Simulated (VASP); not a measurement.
GaN, 8 atoms in the cell. It takes space group Pmc2_1 (No. 26, orthorhombic). Conventional cell: a = 3.219 Å, b = 5.575 Å, c = 5.243 Å, α = 90.00°, β = 90.00°, γ = 90.00°. Ga (site symmetry m) has 4 N at 1.92 to 2.09 Å within 2.6 Å. Within 2.5 Å of Ga (site symmetry m) lie 4 N at 1.91 to 2.05 Å. Within 2.6 Å of N (site symmetry m) lie 4 Ga at 1.95 to 2.09 Å. N (site symmetry m) has 4 Ga at 1.91 to 2.05 Å within 2.5 Å.  This cell differs from its parent crystal: atoms displaced along a vibrational mode.

| Quantity | Value |
| --- | --- |
| Program | VASP 6.6.1 |
| Task | single point |
| Functional | PBE |
| Potentials or basis | VASP PAW PBE potentials, release 64 (Ga_d, N) |
| Cutoff | 520 eV |
| k mesh | 8 × 6 × 6 |
| Occupations | gaussian, width 0.05 eV |
| Spin | no spin polarisation |
| Dipole correction | no |
| Further INCAR settings | ALGO = Normal; EDIFF = 1e-06; NBANDS = 46 |

Potentials or basis: VASP PAW PBE potentials, release 64 (Ga_d, N).

Run with:

```console
$ cat potpaw_PBE.64/Ga_d/POTCAR potpaw_PBE.64/N/POTCAR > POTCAR
$ mpirun -np 1 vasp_std > vasp.out
```

Hardware: 1 thread of Intel(R) Xeon(R) 6975P-C (Granite Rapids), with other jobs on the host.

Problem. Estimate the wall time of this run.

Solution. Run time: 2.1 min on 1 thread of Intel(R) Xeon(R) 6975P-C (Granite Rapids) (shared host), peak memory 0.36 GiB. Counts: scf iterations 15, k points 80.
